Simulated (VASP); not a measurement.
A run of VASP 6.6.1:

Contents of INCAR:

```
PREC = Accurate
ENCUT = 520
EDIFF = 1E-6
ISMEAR = 0
SIGMA = 0.05
LREAL = False
LASPH = True
NELM = 80
ALGO = Normal
ISIF = 2
LWAVE = False
LCHARG = False
GGA = PE
NBANDS = 12
```

File KPOINTS:

```
Automatic mesh
0
Gamma
  18 18 18
```

File POSCAR:

```
Au
1.0
   -1.6506320859      1.6506320859      1.6506320859
    1.6506320859     -1.6506320859      1.6506320859
    1.6506320859      1.6506320859     -1.6506320859
Au
1
Direct
    0.0000000000      0.0000000000      0.0000000000
```

Potentials or basis: VASP PAW PBE potentials, release 64 (Au).

Run with:

```console
$ cat potpaw_PBE.64/Au/POTCAR > POTCAR
$ mpirun -np 1 vasp_std > vasp.out
```

Hardware: 1 thread of Intel(R) Xeon(R) 6975P-C (Granite Rapids), on a shared host.

**Question.** Estimate the wall time of this run.

**Answer.** Run time: 12 s on 1 thread of Intel(R) Xeon(R) 6975P-C (Granite Rapids), with other jobs on the host, peak memory 0.16 GiB. Counts: scf iterations 11, k points 195.
